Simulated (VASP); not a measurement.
ZnS:

```
CELL_PARAMETERS angstrom
0.00000 2.69410 2.69410
2.69410 0.00000 2.69410
2.69410 2.69410 0.00000
ATOMIC_POSITIONS crystal
Zn 0.25000 0.25000 0.25000
S 0.00000 0.00000 0.00000
```

Base run:

- Program: VASP 6.6.1
- Functional: r2SCAN
- Potentials or basis: VASP PAW PBE potentials, release 64 (Zn, S)
- Cutoff: 550 eV
- k mesh: 8 × 8 × 8
- Occupations: gaussian, width 0.01 eV
- Spin: no spin polarisation

Its results: band gap on the k mesh 2.72 eV, direct; pressure 0.0 GPa.

The run is repeated on the same cell with these changes: functional from r2SCAN to PBE; cutoff from 550 eV to 500 eV. What comes out?

Band gap on the k mesh 2.15 eV, direct; pressure 2.4 GPa.

r2SCAN gives the wider gap, since meta-GGAs in the generalised Kohn-Sham scheme recover part of the derivative discontinuity.

Caveats: the PAW data sets were made with another functional, which shifts forces and pressure a little (some runs).

